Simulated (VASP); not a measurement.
# CoBi (rocksalt type) (I4/mmm) in VASP: electric field gradients with PBE

Aim: the electric field gradients of CoBi (rocksalt type) with PBE.

All numbers are computed with VASP 6.6.1; they aren't measurements. Logs are shortened: lines on timing, memory, paths and dates and some standing lists are left out, and cuts for length are marked.

**1. The cell of the first run**

It takes space group I4/mmm (No. 139, tetragonal). The conventional cell has a = 3.838 Å, b = 3.838 Å, c = 5.347 Å, α = 90.00°, β = 90.00°, γ = 90.00°. Within 3.5 Å of Co (site symmetry 4/mmm) lie 6 Bi at 2.67 to 2.71 Å. Within 3.5 Å of Bi (site symmetry 4/mmm) lie 6 Co at 2.67 to 2.71 Å.

**2. Electric field gradients, PBE, collinear spin, ferromagnetic start (z stretched by -1 % at fixed volume)**

INCAR

```
SYSTEM = CoBi
ALGO = Normal
EDIFF = 1E-8
ENCUT = 520
GGA = PE
GGA_COMPAT = .False.
ISIF = 2
ISMEAR = -1
ISPIN = 2
LASPH = .True.
LCHARG = .False.
LEFG = .True.
LMAXMIX = 4
LORBIT = 11
LREAL = .False.
LWAVE = .False.
MAGMOM = 2 0
NBANDS = 23
NELM = 200
PREC = Accurate
SIGMA = 0.05
```

KPOINTS

```
k-points
0
Gamma
  13 13 13
  0 0 0
```

POSCAR

```
CoBi
1.0
    0.0000000000      2.7139376789      2.6733305565
    2.7139376789      0.0000000000      2.6733305565
    2.7139376789      2.7139376789      0.0000000000
Co Bi
1 1
Direct
    0.0000000000      0.0000000000      0.0000000000
    0.5000000000      0.5000000000      0.5000000000
```

Potentials or basis: VASP PAW PBE potentials, release 64 (Co, Bi_d).

On the command line:

```bash
$ cat potpaw_PBE.64/Co/POTCAR potpaw_PBE.64/Bi_d/POTCAR > POTCAR
$ mpirun -np 1 vasp_std > vasp.out
```

OUTCAR:

```text
SYSTEM = CoBi
   EDIFF = 1E-8
   ENCUT = 520
   GGA = PE
   ISIF = 2
   ISMEAR = -1
   ISPIN = 2
   LASPH = .True.
   LORBIT = 11
   LREAL = .False.
   NELM = 200
   PREC = Accurate

 ion  position               nearest neighbor table
   1  0.000  0.000  0.000-   2 2.67   2 2.67   2 2.71   2 2.71   2 2.71   2 2.71
   2  0.500  0.500  0.500-   1 2.67   1 2.67   1 2.71   1 2.71   1 2.71   1 2.71

  LATTYP: Found a body centered tetragonal cell.
 ALAT       =     3.8380874729
 C/A-ratio  =     1.3930534806

  Lattice vectors:

 A1 = (   0.0000000000,  -2.7139376789,  -2.6733305565)
 A2 = (   0.0000000000,   2.7139376789,  -2.6733305565)
 A3 = (   2.7139376789,   0.0000000000,   2.6733305565)

Analysis of symmetry for initial positions (statically):
=====================================================================
 Subroutine PRICEL returns:
 Original cell was already a primitive cell.

 Routine SETGRP: Setting up the symmetry group for a
 body centered tetragonal supercell.

 Subroutine GETGRP returns: Found 16 space group operations
 (whereof 16 operations were pure point group operations)
 out of a pool of 16 trial point group operations.

The static configuration has the point symmetry D_4h.

Analysis of symmetry for dynamics (positions and initial velocities):
=====================================================================
 Subroutine PRICEL returns:
 Original cell was already a primitive cell.

 Routine SETGRP: Setting up the symmetry group for a
 body centered tetragonal supercell.

 Subroutine GETGRP returns: Found 16 space group operations
 (whereof 16 operations were pure point group operations)
 out of a pool of 16 trial point group operations.

The dynamic configuration has the point symmetry D_4h.

Analysis of structural, dynamic, and magnetic symmetry:
=====================================================================
 Subroutine PRICEL returns:
 Original cell was already a primitive cell.

 Routine SETGRP: Setting up the symmetry group for a
 body centered tetragonal supercell.

 Subroutine GETGRP returns: Found 16 space group operations
 (whereof 16 operations were pure point group operations)
 out of a pool of 16 trial point group operations.

The overall configuration has the point symmetry D_4h.

 Subroutine INISYM returns: Found 16 space group operations
 (whereof 16 operations are pure point group operations),
 and found     1 'primitive' translations

----------------------------------------------------------------------------------------

                                     Primitive cell

  volume of cell :      39.3806

  direct lattice vectors                    reciprocal lattice vectors
     0.000000000  2.713937679  2.673330556    -0.184234149  0.184234149  0.187032613
     2.713937679  0.000000000  2.673330556     0.184234149 -0.184234149  0.187032613
     2.713937679  2.713937679  0.000000000     0.184234149  0.184234149 -0.187032613

  length of vectors
     3.809482116  3.809482116  3.838087473     0.320726741  0.320726741  0.320726741

  position of ions in fractional coordinates (direct lattice)
     0.000000000  0.000000000  0.000000000
     0.500000000  0.500000000  0.500000000

  ion indices of the primitive-cell ions
   primitive index   ion index
                 1           1
                 2           2

----------------------------------------------------------------------------------------

 KPOINTS: k-points

Automatic generation of k-mesh.
 Grid dimensions read from file:
 generate k-points for:   13   13   13

 Generating k-lattice:

  Cartesian coordinates                     Fractional coordinates (reciprocal lattice)
    -0.014171858  0.014171858  0.014387124     0.076923077  0.000000000  0.000000000
     0.014171858 -0.014171858  0.014387124     0.000000000  0.076923077  0.000000000
     0.014171858  0.014171858 -0.014387124     0.000000000  0.000000000  0.076923077
[... 59 lines left out ...]
   EDIFFG = 0.1E-06   stopping-criterion for IOM
   NSW    =      0    number of steps for IOM
   IBRION =     -1    ionic relax: 0-MD 1-quasi-New 2-CG
   NFREE  =      0    steps in history (QN), initial steepest desc. (CG)
   ISIF   =      2    stress and relaxation
   ISYM   =      2    0-nonsym 1-usesym 2-fastsym
   POTIM  = 0.5000    time-step for ionic-motion
   TEBEG  =    0.0;   TEEND  =   0.0 temperature during run
   PSTRESS=    0.0 pullay stress
   NELECT =      24.0000    total number of electrons
   NUPDOWN=      -1.0000    fix difference up-down
   EMIN   =  10.00;   EMAX   =-10.00  energy-range for DOS
   EFERMI =   0.00;   METHOD = LEGACY
   ISMEAR =    -1;   SIGMA  =   0.05  broadening in eV -4-tet -1-fermi 0-gaus
   EFERMI_NEDOS =   21; number of points for ismear=-14 and -15
   IALGO  =     38    algorithm
   IMIX   =      4    mixing-type and parameters
     AMIX     =   0.40;   BMIX     =  1.00
     AMIX_MAG =   1.60;   BMIX_MAG =  1.00
  volume/ion in A,a.u.               =      19.69       132.88
  Fermi-wavevector in a.u.,A,eV,Ry     =   1.387984  2.622909 26.211616  1.926499
  Thomas-Fermi vector in A             =   2.512153
   LORBIT       =     11    0 simple, 1 ext, 2 COOP (PROOUT), +10 PAW based schemes
   GGA     = PE    functional components
   LHFCALC =     F    Hartree Fock is set to
   AEXX    =    0.0000 exact exchange contribution
   IVDW    =     0    specifies the selected vdW correction
   LEPSILON=     F    determine dielectric tensor
   LRPA    =     F    only Hartree local field effects (RPA)
 spin polarized calculation
  energy-cutoff  :      520.00
  volume of cell :       39.38
 maximum number of plane-waves:      1073
   NGX = 15   NGY = 15   NGZ = 15

 number of electron      23.9999999 magnetization       0.5374161

 Free energy of the ion-electron system (eV)
  ---------------------------------------------------
  ext. energy  EPLUGINS =         0.00000000
  ---------------------------------------------------
  free energy    TOTEN  =        -9.84561827 eV

  energy without entropy =       -9.82923216  energy(sigma->0) =       -9.83742522

 E-fermi :   8.9536     XC(G=0): -11.4376

 val. band max:        8.9529832273   @ k =  -0.1538   0.3846   0.3077
 cond. band min:       8.9583443148   @ k =  -0.3846   0.3846   0.2308
 fundamental gap:      0.0053610875
 Fermi energy:         8.9536398820

 spin component 1

 k-point     1 :       0.0000    0.0000    0.0000
  band No.  band energies     occupation
      1     -13.6651      1.00000
      2     -13.6642      1.00000
      3     -13.6313      1.00000
      4     -13.6313      1.00000
      5     -13.6294      1.00000
      6      -4.0900      1.00000
[... 613 lines left out ...]
     22      25.5381      0.00000
     23      26.1972      0.00000

 [... further k-points ...]

 spin component 2

 k-point     1 :       0.0000    0.0000    0.0000
  band No.  band energies     occupation
      1     -13.6687      1.00000
      2     -13.6672      1.00000
      3     -13.6359      1.00000
      4     -13.6359      1.00000
      5     -13.6340      1.00000
      6      -4.1111      1.00000
[... 613 lines left out ...]
     22      25.5485      0.00000
     23      26.2274      0.00000

 [... further k-points ...]

------------------------ aborting loop because EDIFF is reached ----------------------------------------

  FORCE on cell =-STRESS in cart. coord.  units (eV):
  Direction    XX          YY          ZZ          XY          YZ          ZX
  --------------------------------------------------------------------------------------
  -------------------------------------------------------------------------------------
  Total       -0.1566927     -0.1566927      0.2943211      0.0000000     -0.0000000      0.0000000
  in kB       -6.3749508     -6.3749508     11.9742857      0.0000000     -0.0000000      0.0000000
  external PRESSURE =      -0.2585387 kB  Pullay stress =       0.0000000 kB

 VOLUME and BASIS-vectors are now :
 -----------------------------------------------------------------------------
  energy-cutoff  :      520.00
  volume of cell :       39.38
      direct lattice vectors                 reciprocal lattice vectors
     0.000000000  2.713937679  2.673330556    -0.184234149  0.184234149  0.187032613
     2.713937679  0.000000000  2.673330556     0.184234149 -0.184234149  0.187032613
     2.713937679  2.713937679  0.000000000     0.184234149  0.184234149 -0.187032613

 POSITION                                       TOTAL-FORCE (eV/Angst)
 -----------------------------------------------------------------------------------
      0.00000      0.00000      0.00000         0.000000      0.000000      0.000000
      2.71394      2.71394      2.67333        -0.000000     -0.000000      0.000000
 -----------------------------------------------------------------------------------
    total drift:                                0.000000      0.000000      0.000000

  FREE ENERGIE OF THE ION-ELECTRON SYSTEM (eV)
  ---------------------------------------------------
  free  energy   TOTEN  =        -9.8456182744 eV

  energy  without entropy=       -9.8292321633  energy(sigma->0) =       -9.83742522

 Electric field gradients (V/A^2)
---------------------------------------------------------------------
 ion       V_xx      V_yy      V_zz      V_xy      V_xz      V_yz
---------------------------------------------------------------------
   1       1.564     1.564    -3.127    -0.003    -0.000    -0.000
   2      27.481    27.481   -54.962     0.002    -0.002    -0.002
---------------------------------------------------------------------

 Electric field gradients after diagonalization (V/A^2)
 (convention: |V_zz| > |V_xx| > |V_yy|)
----------------------------------------------------------------------
 ion       V_xx      V_yy      V_zz     asymmetry (V_yy - V_xx)/ V_zz
----------------------------------------------------------------------
   1       1.566     1.561    -3.127       0.002
   2      27.483    27.479   -54.962       0.000
----------------------------------------------------------------------

           NMR quadrupolar parameters

 Cq : quadrupolar parameter    Cq=e*Q*V_zz/h
 eta: asymmetry parameters     (V_yy - V_xx)/ V_zz
 Q  : nuclear electric quadrupole moment in mb (millibarn)
----------------------------------------------------------------------
 ion       Cq(MHz)       eta       Q (mb)
----------------------------------------------------------------------
   1      -0.008       0.002       1.000
   2      -0.133       0.000       1.000
----------------------------------------------------------------------

 total charge

# of ion       s       p       d       tot
------------------------------------------
    1        0.398   0.282   7.486   8.166
    2        1.459   1.487   9.948  12.894
--------------------------------------------------
tot          1.857   1.769  17.434  21.060

 magnetization (x)

# of ion       s       p       d       tot
------------------------------------------
    1        0.023   0.002   0.558   0.583
    2        0.010  -0.047   0.006  -0.031
--------------------------------------------------
tot          0.034  -0.045   0.563   0.552
```

Run time: 10 min. Hardware: 1 thread of Oxide Virtual Turin-like, shared host; peak memory 0.35 GiB.

What came out:

* Free energy: -9.8456 eV
* Pressure: 0.0 GPa
* Net moment: 0.54 μB per cell
* Site moments: Co +0.58; Bi -0.03 μB
* Largest electric field gradient by atom: Co -3.1; Bi -55.0 V/Å²
* Valence electrons inside the program's atomic spheres: Co 8.17; Bi 12.89

Stress tensor (GPa, compression positive):
```
-0.64  0.00  0.00
 0.00 -0.64  0.00
 0.00  0.00  1.20
```

Electric field gradients, principal values (V/Å²):
| atom | least | middle | greatest (by size) |
| --- | --- | --- | --- |
| 1 Co | 1.561 | 1.566 | -3.127 |
| 2 Bi | 27.479 | 27.483 | -54.962 |

Caveat: without QUAD_EFG the Cq values of the log hold for a quadrupole moment of 1 mb, not for the nuclei; spin-orbit coupling is left out, which moves the levels of the heavy elements.
